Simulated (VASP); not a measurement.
# Al (R-3m) in VASP: notebook

Runs on Al. Level: PBEsol. Tasks: single point.

Everything below comes from runs of VASP 6.6.1. Logs are shortened: lines on timing, memory, paths and dates and some standing lists are left out, and cuts for length are marked.

**1. The cell of the first run**

Symmetry: R-3m, No. 166, trigonal system. Conventional cell: a = 2.848 Å, b = 2.848 Å, c = 7.081 Å, α = 90.00°, β = 90.00°, γ = 120.00°. Al (site symmetry -3m) has 12 Al at 2.85 to 2.88 Å within 3.8 Å.

**2. Single point, PBEsol (equal xy, yz and zx shear strains of +1 %)**

File INCAR:

```
ALGO = Normal
EDIFF = 1E-7
ENCUT = 520
GGA = PS
ISIF = 2
ISMEAR = -1
LASPH = T
LCHARG = F
LREAL = F
LWAVE = F
NBANDS = 8
NELM = 100
PREC = Accurate
SIGMA = 0.05
```

File KPOINTS:

```
k-points
0
Gamma
  14 14 14
```

File POSCAR:

```
Al
1.0
    0.0202398000      2.0340999000      2.0340999000
    2.0340999000      0.0202398000      2.0340999000
    2.0340999000      2.0340999000      0.0202398000
Al
1
Direct
    0.0000000000      0.0000000000      0.0000000000
```

Potentials or basis: VASP PAW PBE potentials, release 64 (Al).

The run is started by

```bash
$ cat potpaw_PBE.64/Al/POTCAR > POTCAR
$ mpirun -np 1 vasp_std > vasp.out
```

OUTCAR:

```text
EDIFF = 1E-7
   ENCUT = 520
   GGA = PS
   ISIF = 2
   ISMEAR = -1
   LASPH = T
   LREAL = F
   NELM = 100
   PREC = Accurate

 ion  position               nearest neighbor table
   1  0.000  0.000  0.000-

  LATTYP: Found a trigonal (rhomboedric) cell.
 ALAT       =     2.8767228674
 COS(alpha) =     0.5099250056

  Lattice vectors:

 A1 = (   0.0202398000,   2.0340999000,   2.0340999000)
 A2 = (   2.0340999000,   0.0202398000,   2.0340999000)
 A3 = (   2.0340999000,   2.0340999000,   0.0202398000)

Analysis of symmetry for initial positions (statically):
=====================================================================
 Subroutine PRICEL returns:
 Original cell was already a primitive cell.

 Routine SETGRP: Setting up the symmetry group for a
 trigonal (rhombohedral) supercell.

 Subroutine GETGRP returns: Found 12 space group operations
 (whereof 12 operations were pure point group operations)
 out of a pool of 12 trial point group operations.

The static configuration has the point symmetry D_3d.

Analysis of symmetry for dynamics (positions and initial velocities):
=====================================================================
 Subroutine PRICEL returns:
 Original cell was already a primitive cell.

 Routine SETGRP: Setting up the symmetry group for a
 trigonal (rhombohedral) supercell.

 Subroutine GETGRP returns: Found 12 space group operations
 (whereof 12 operations were pure point group operations)
 out of a pool of 12 trial point group operations.

The dynamic configuration has the point symmetry D_3d.

 Subroutine INISYM returns: Found 12 space group operations
 (whereof 12 operations are pure point group operations),
 and found     1 'primitive' translations

----------------------------------------------------------------------------------------

                                     Primitive cell

  volume of cell :      16.5812

  direct lattice vectors                    reciprocal lattice vectors
     0.020239800  2.034099900  2.034099900    -0.249508517  0.247050305  0.247050305
     2.034099900  0.020239800  2.034099900     0.247050305 -0.249508517  0.247050305
     2.034099900  2.034099900  0.020239800     0.247050305  0.247050305 -0.249508517

  length of vectors
     2.876722867  2.876722867  2.876722867     0.429327622  0.429327622  0.429327622

  position of ions in fractional coordinates (direct lattice)
     0.000000000  0.000000000  0.000000000

  ion indices of the primitive-cell ions
   primitive index   ion index
                 1           1

----------------------------------------------------------------------------------------

 KPOINTS: k-points

Automatic generation of k-mesh.
 Grid dimensions read from file:
 generate k-points for:   14   14   14

 Generating k-lattice:

  Cartesian coordinates                     Fractional coordinates (reciprocal lattice)
    -0.017822037  0.017646450  0.017646450     0.071428571  0.000000000 -0.000000000
     0.017646450 -0.017822037  0.017646450     0.000000000  0.071428571 -0.000000000
     0.017646450  0.017646450 -0.017822037     0.000000000  0.000000000  0.071428571

  Length of vectors
     0.030666259  0.030666259  0.030666259

  Shift w.r.t. Gamma in fractional coordinates (k-lattice)
     0.000000000  0.000000000  0.000000000

 Subroutine IBZKPT returns following result:
 ===========================================

 Found    288 irreducible k-points:

 Following reciprocal coordinates:
            Coordinates               Weight
  0.000000  0.000000  0.000000      1.000000
  0.071429  0.000000  0.000000      6.000000
  0.142857  0.000000  0.000000      6.000000
  0.214286  0.000000 -0.000000      6.000000
  0.285714  0.000000 -0.000000      6.000000
  0.357143  0.000000 -0.000000      6.000000
[... 16 lines left out ...]
  0.214286  0.142857  0.000000     12.000000
  0.285714  0.142857 -0.000000     12.000000
 [... further k-points ...]
   k-points           NKPTS =    288   k-points in BZ     NKDIM =    288   number of bands    NBANDS=      8
   number of dos      NEDOS =    301   number of ions     NIONS =      1
   total plane-waves  NPLWV =  13824
   dimension x,y,z NGX =    24 NGY =   24 NGZ =   24
   dimension x,y,z NGXF=    48 NGYF=   48 NGZF=   48
   ions per type =               1
   NGX,Y,Z   is equivalent  to a cutoff of  13.87, 13.87, 13.87 a.u.
   NGXF,Y,Z  is equivalent  to a cutoff of  27.74, 27.74, 27.74 a.u.
 SYSTEM =  unknown system
   PREC   = accura    normal or accurate (medium, high low for compatibility)
   ISTART =      0    job   : 0-new  1-cont  2-samecut
   ICHARG =      2    charge: 1-file 2-atom 10-const
   ISPIN  =      1    spin polarized calculation?
   LNONCOLLINEAR =      F non collinear calculations
   LSORBIT =      F    spin-orbit coupling
   LASPH  =      T    aspherical Exc in radial PAW
   ENCUT  =  520.0 eV  38.22 Ry    6.18 a.u.   5.35  5.35  5.35*2*pi/ulx,y,z
   NELM   =    100;   NELMIN=  2; NELMDL= -5     # of ELM steps
   EDIFF  = 0.1E-06   stopping-criterion for ELM
   LREAL  =      F    real-space projection
   EDIFFG = 0.1E-05   stopping-criterion for IOM
   NSW    =      0    number of steps for IOM
   IBRION =     -1    ionic relax: 0-MD 1-quasi-New 2-CG
   NFREE  =      0    steps in history (QN), initial steepest desc. (CG)
   ISIF   =      2    stress and relaxation
   ISYM   =      2    0-nonsym 1-usesym 2-fastsym
   POTIM  = 0.5000    time-step for ionic-motion
   TEBEG  =    0.0;   TEEND  =   0.0 temperature during run
   PSTRESS=    0.0 pullay stress
   NELECT =       3.0000    total number of electrons
   NUPDOWN=      -1.0000    fix difference up-down
   EMIN   =  10.00;   EMAX   =-10.00  energy-range for DOS
[... 5 lines left out ...]
     AMIX     =   0.40;   BMIX     =  1.00
     AMIX_MAG =   1.60;   BMIX_MAG =  1.00
  volume/ion in A,a.u.               =      16.58       111.90
  Fermi-wavevector in a.u.,A,eV,Ry     =   0.925927  1.749747 11.664818  0.857340
  Thomas-Fermi vector in A             =   2.051834
   LORBIT       =      0    0 simple, 1 ext, 2 COOP (PROOUT), +10 PAW based schemes
   GGA     = PS    functional components
   LHFCALC =     F    Hartree Fock is set to
   AEXX    =    0.0000 exact exchange contribution
   IVDW    =     0    specifies the selected vdW correction
   LEPSILON=     F    determine dielectric tensor
   LRPA    =     F    only Hartree local field effects (RPA)
 non-spin polarized calculation
  energy-cutoff  :      520.00
  volume of cell :       16.58
 maximum number of plane-waves:       459
 NGX is ok and might be reduce to    24
   NGX = 11   NGY = 11   NGZ = 11

 number of electron       3.0000000 magnetization

 Free energy of the ion-electron system (eV)
  ---------------------------------------------------
  ext. energy  EPLUGINS =         0.00000000
  ---------------------------------------------------
  free energy    TOTEN  =        -4.08427851 eV

  energy without entropy =       -4.08031274  energy(sigma->0) =       -4.08229562

 E-fermi :   7.8714     XC(G=0): -10.2392

 val. band max:        7.8483481923   @ k =  -0.4286   0.3571   0.0714
 cond. band min:       7.8738291022   @ k =  -0.2857  -0.2857   0.2143
 fundamental gap:      0.0254809099
 Fermi energy:         7.8713755590

 k-point     1 :       0.0000    0.0000    0.0000
  band No.  band energies     occupation
      1      -3.1977      2.00000
      2      20.1508      0.00000
      3      20.6228      0.00000
      4      20.6228      0.00000
      5      21.5463      0.00000
      6      22.0927      0.00000
      7      22.0927      0.00000
      8      24.3840      0.00000

 k-point     2 :       0.0714    0.0000    0.0000
  band No.  band energies     occupation
      1      -3.0585      2.00000
      2      18.4498      0.00000
      3      19.7349      0.00000
      4      20.1480      0.00000
      5      22.2076      0.00000
      6      22.6876      0.00000
      7      22.7822      0.00000
      8      25.8212      0.00000

 k-point     3 :       0.1429    0.0000    0.0000
  band No.  band energies     occupation
      1      -2.6420      2.00000
      2      15.5730      0.00000
      3      19.0999      0.00000
      4      19.4959      0.00000
      5      22.4491      0.00000
      6      23.4916      0.00000
      7      23.9056      0.00000
      8      25.1072      0.00000

 k-point     4 :       0.2143    0.0000   -0.0000
  band No.  band energies     occupation
      1      -1.9505      2.00000
      2      12.7605      0.00000
      3      18.6433      0.00000
      4      19.0137      0.00000
      5      22.2301      0.00000
      6      23.1179      0.00000
      7      23.2715      0.00000
      8      25.5617      0.00000

 k-point     5 :       0.2857    0.0000   -0.0000
  band No.  band energies     occupation
      1      -0.9881      2.00000
      2      10.1160      0.00000
      3      18.4056      0.00000
      4      18.7479      0.00000
      5      21.8235      0.00000
      6      22.0003      0.00000
      7      22.1164      0.00000
      8      25.9140      0.00000

 k-point     6 :       0.3571    0.0000   -0.0000
  band No.  band energies     occupation
      1       0.2399      2.00000
      2       7.6755      1.96102
      3      18.3969      0.00000
      4      18.7092      0.00000
      5      20.6933      0.00000
      6      20.8921      0.00000
      7      22.1699      0.00000
      8      24.7510      0.00000

 k-point     7 :       0.4286    0.0000   -0.0000
  band No.  band energies     occupation
      1       1.7261      2.00000
      2       5.4585      2.00000
      3      18.6210      0.00000
      4      18.8997      0.00000
      5      19.7716      0.00000
      6      20.0042      0.00000
      7      22.4587      0.00000
      8      23.7646      0.00000

 k-point     8 :       0.5000    0.0000   -0.0000
  band No.  band energies     occupation
      1       3.3503      2.00000
      2       3.5903      2.00000
      3      19.0698      0.00000
      4      19.0889      0.00000
      5      19.2436      0.00000
      6      19.4268      0.00000
      7      22.9400      0.00000
      8      23.0457      0.00000

 k-point     9 :       0.0714    0.0714    0.0000
  band No.  band energies     occupation
      1      -3.0134      2.00000
      2      18.7921      0.00000
      3      19.2086      0.00000
      4      19.4170      0.00000
      5      21.4846      0.00000
      6      23.4414      0.00000
      7      23.7716      0.00000
      8      25.1576      0.00000

 k-point    10 :       0.1429    0.0714    0.0000
  band No.  band energies     occupation
      1      -2.6907      2.00000
      2      16.5907      0.00000
      3      18.0573      0.00000
      4      19.4124      0.00000
      5      21.8588      0.00000
      6      23.4752      0.00000
      7      24.0894      0.00000
      8      24.6875      0.00000
[... 78 lines left out ...]
 k-point    18 :      -0.2857    0.0714   -0.0000
  band No.  band energies     occupation
      1      -0.4817      2.00000
      2       9.3744      0.00000
      3      16.4487      0.00000
      4      19.9394      0.00000
      5      20.2083      0.00000
      6      21.7843      0.00000
      7      22.9769      0.00000
      8      26.6016      0.00000

 k-point    19 :      -0.2143    0.0714   -0.0000
  band No.  band energies     occupation
      1      -1.5336      2.00000
      2      11.9401      0.00000
      3      16.6585      0.00000
      4      20.1680      0.00000
      5      21.4063      0.00000
      6      22.8721      0.00000
      7      23.1873      0.00000
      8      24.8684      0.00000

 k-point    20 :      -0.1429    0.0714    0.0000
  band No.  band energies     occupation
      1      -2.3165      2.00000
      2      14.6636      0.00000
      3      17.1203      0.00000
      4      20.5026      0.00000
      5      22.4684      0.00000
      6      23.0613      0.00000
      7      23.6602      0.00000
      8      24.4563      0.00000

 k-point    21 :      -0.0714    0.0714    0.0000
  band No.  band energies     occupation
      1      -2.8258      2.00000
      2      17.2497      0.00000
      3      18.0240      0.00000
      4      20.6653      0.00000
      5      21.8749      0.00000
      6      23.0305      0.00000
      7      23.9272      0.00000
      8      24.8246      0.00000

 k-point    22 :       0.1429    0.1429    0.0000
  band No.  band energies     occupation
      1      -2.4621      2.00000
      2      17.1248      0.00000
      3      17.5378      0.00000
      4      17.6518      0.00000
      5      20.5078      0.00000
      6      21.5480      0.00000
      7      25.8764      0.00000
      8      26.1908      0.00000

 k-point    23 :       0.2143    0.1429    0.0000
  band No.  band energies     occupation
      1      -1.9578      2.00000
      2      14.9530      0.00000
      3      16.5163      0.00000
      4      17.9344      0.00000
      5      19.7543      0.00000
      6      20.8331      0.00000
      7      26.6193      0.00000
      8      26.8264      0.00000

 k-point    24 :       0.2857    0.1429   -0.0000
  band No.  band energies     occupation
      1      -1.1805      2.00000
      2      12.2763      0.00000
      3      16.0953      0.00000
      4      17.7595      0.00000
      5      18.2158      0.00000
      6      22.2570      0.00000
      7      25.9387      0.00000
      8      26.6445      0.00000

 [... further k-points ...]
[... 5 lines left out ...]
  --------------------------------------------------------------------------------------
  -------------------------------------------------------------------------------------
  Total       -0.2079773     -0.2079773     -0.2079773      0.0038473      0.0038473      0.0038473
  in kB      -20.0960325    -20.0960325    -20.0960325      0.3717524      0.3717524      0.3717524
  external PRESSURE =     -20.0960325 kB  Pullay stress =       0.0000000 kB

 VOLUME and BASIS-vectors are now :
 -----------------------------------------------------------------------------
  energy-cutoff  :      520.00
  volume of cell :       16.58
      direct lattice vectors                 reciprocal lattice vectors
     0.020239800  2.034099900  2.034099900    -0.249508517  0.247050305  0.247050305
     2.034099900  0.020239800  2.034099900     0.247050305 -0.249508517  0.247050305
     2.034099900  2.034099900  0.020239800     0.247050305  0.247050305 -0.249508517

 POSITION                                       TOTAL-FORCE (eV/Angst)
 -----------------------------------------------------------------------------------
      0.00000      0.00000      0.00000         0.000000     -0.000000     -0.000000
 -----------------------------------------------------------------------------------
    total drift:                               -0.000000      0.000000      0.000000

  FREE ENERGIE OF THE ION-ELECTRON SYSTEM (eV)
  ---------------------------------------------------
  free  energy   TOTEN  =        -4.0842785124 eV

  energy  without entropy=       -4.0803127368  energy(sigma->0) =       -4.08229562
```

Wall time 14 s (1 thread of Intel Xeon Platinum 8559C (Emerald Rapids), shared host); peak memory 0.15 GiB.

What came out:

* Free energy: -4.0843 eV
* Pressure: -2.0 GPa

Caveat: the cell differs from its parent crystal (equal xy, yz and zx shear strains of +1 %); the PAW data sets were made with another functional, which shifts forces and pressure a little.

**3. Single point, PBEsol (equal xy, yz and zx shear strains of +3 %)**

File INCAR:

```
SYSTEM = Al
PREC = Accurate
ENCUT = 520
EDIFF = 1E-7
ISMEAR = -1
SIGMA = 0.05
LREAL = .False.
LASPH = .True.
NELM = 60
ALGO = Normal
ISIF = 2
LWAVE = .False.
LCHARG = .False.
GGA = PS
NBANDS = 8
```

File KPOINTS:

```
Automatic mesh
0
Gamma
  14 14 14
  0 0 0
```

File POSCAR:

```
Al
1.0
    0.0607194000      2.0543397000      2.0543397000
    2.0543397000      0.0607194000      2.0543397000
    2.0543397000      2.0543397000      0.0607194000
Al
1
Direct
    0.0000000000      0.0000000000      0.0000000000
```

Potentials or basis: VASP PAW PBE potentials, release 64 (Al).

The run is started by

```bash
$ cat potpaw_PBE.64/Al/POTCAR > POTCAR
$ mpirun -np 1 vasp_std > vasp.out
```

Run time: 14 s. Hardware: 1 thread of Intel Xeon Platinum 8559C (Emerald Rapids), shared host; peak memory 0.15 GiB.

The run converged. Its results:

```yaml
Free_energy: -4.0835 eV
Pressure: -1.7 GPa
```

Stress tensor (GPa, compression positive):
```
-1.74 -0.18 -0.18
-0.18 -1.74 -0.18
-0.18 -0.18 -1.74
```

Levels at points of the mesh, in eV from the Fermi level:
| k point | band 1 | band 2 | band 3 | band 4 | band 5 | band 6 |
| --- | --- | --- | --- | --- | --- | --- |
| (0.00, 0.00, 0.00) | -11.09 | 11.63 | 12.82 | 13.05 | 13.05 | 14.57 |
| (0.50, 0.00, 0.00) | -4.48 | -4.17 | 10.78 | 10.82 | 11.39 | 11.79 |
| (0.50, 0.50, 0.00) | -2.89 | -1.59 | 5.08 | 5.22 | 6.12 | 9.10 |
| (0.50, 0.50, 0.50) | -4.89 | -4.78 | 11.92 | 11.92 | 12.10 | 12.10 |

Caveat: the cell differs from its parent crystal (equal xy, yz and zx shear strains of +3 %); the PAW data sets were made with another functional, which shifts forces and pressure a little.
